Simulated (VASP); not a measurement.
Here is a VASP 6.6.1 calculation.

File INCAR:

```
SYSTEM = PtSe2
PREC = Accurate
ENCUT = 520
EDIFF = 1E-6
ISMEAR = 0
SIGMA = 0.02
LREAL = .False.
LASPH = .True.
NELM = 150
ALGO = Normal
ISIF = 2
LWAVE = .False.
LCHARG = .False.
MAGMOM = 0 0 0 0 0 0 0 0 0
LORBIT = 11
LSORBIT = .True.
GGA_COMPAT = .False.
LORBMOM = .True.
LMAXMIX = 4
LDIPOL = .True.
IDIPOL = 3
DIPOL = 0.5 0.5 0.500
GGA = PE
IVDW = 12
NBANDS = 35
```

File KPOINTS:

```
regular mesh
0
Gamma
  12 12 1
  0 0 0
```

Contents of POSCAR:

```
PtSe2
1.0
    3.7068661351      0.0000000000      0.0000000000
   -1.8534330675      3.2102402414      0.0000000000
    0.0000000000      0.0000000000     31.1216233429
Se Pt
2 1
Direct
    0.6666666667      0.3333333333      0.4574342816
    0.3333333333      0.6666666667      0.5425657184
    0.0000000000      0.0000000000      0.5000000000
```

Potentials or basis: VASP PAW PBE potentials, release 64 (Se, Pt).

Run with:

```sh
$ cat potpaw_PBE.64/Se/POTCAR potpaw_PBE.64/Pt/POTCAR > POTCAR
$ mpirun -np 1 vasp_ncl > vasp.out
```

(1) Predict the net moment.

(2) Predict the dispersion energy per atom.

(3) Predict the largest force.

Answers

(1) 0.00 μB per cell.

(2) -0.299 eV.

(3) 0.030 eV/Å.
